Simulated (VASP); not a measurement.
Set up this calculation in VASP 6.6.1, as the native input.

| Property | Result |
| --- | --- |
| Task | single point |
| Functional | PBE |
| Potentials or basis | VASP PAW PBE potentials, release 64 (Mn_pv, Hg) |
| Cutoff | 520 eV |
| k mesh | 10 × 10 × 10 |
| Occupations | fermi-dirac, width 0.05 eV |
| Spin | collinear spin, ferromagnetic start |
| Starting moments | [4.0, 0.0] μB |
| Dipole correction | no |
| Further INCAR settings | ALGO = Normal; EDIFF = 1e-07; NBANDS = 24 |

The structure of MnHg lies in POSCAR:

```
MnHg
1.0
    3.2603684415      0.0000000000      0.0000000000
    0.0000000000      3.2603684415      0.0000000000
    0.0000000000      0.0000000000      3.2851583476
Mn Hg
1 1
Direct
    0.5000000000      0.5000000000      0.5000000000
    0.0000000000      0.0000000000      0.0000000000
```

This cell differs from its parent crystal: volume scaled by 0.975.

The input as run:

INCAR

```
ALGO     = Normal         # electronic algorithm
EDIFF    = 1E-7           # SCF threshold, eV
ENCUT    = 520            # plane-wave cutoff, eV
GGA      = PE             # functional
ISIF     = 2              # what is computed and relaxed
ISMEAR   = -1             # smearing method
ISPIN    = 2              # spin polarisation
LASPH    = T              # aspherical terms in the spheres
LCHARG   = F              # write CHGCAR
LMAXMIX  = 4              # l up to which the mixer works
LORBIT   = 11             # projections on sites
LREAL    = F              # projectors in reciprocal space
LWAVE    = F              # write WAVECAR
MAGMOM   = 4 0            # initial moments
NBANDS   = 24             # bands
NELM     = 150            # most SCF steps
PREC     = Accurate       # precision mode
SIGMA    = 0.05           # smearing width, eV
```

KPOINTS

```
k-points
0
Gamma
  10 10 10
```

Potentials or basis: VASP PAW PBE potentials, release 64 (Mn_pv, Hg).

The run is started by

```console
$ cat potpaw_PBE.64/Mn_pv/POTCAR potpaw_PBE.64/Hg/POTCAR > POTCAR
$ mpirun -np 1 vasp_std > vasp.out
```

Results of the run:

```
Pressure                                              : 4.5 GPa
Net moment                                            : 3.82 μB per cell
Site moments                                          : Mn +3.74; Hg -0.06 μB
Valence electrons inside the program's atomic spheres : Mn 11.44; Hg 10.63
```

Wall time 91 s on 1 thread of Intel Xeon 6975P-C, with other jobs on the host, peak memory 0.27 GiB.
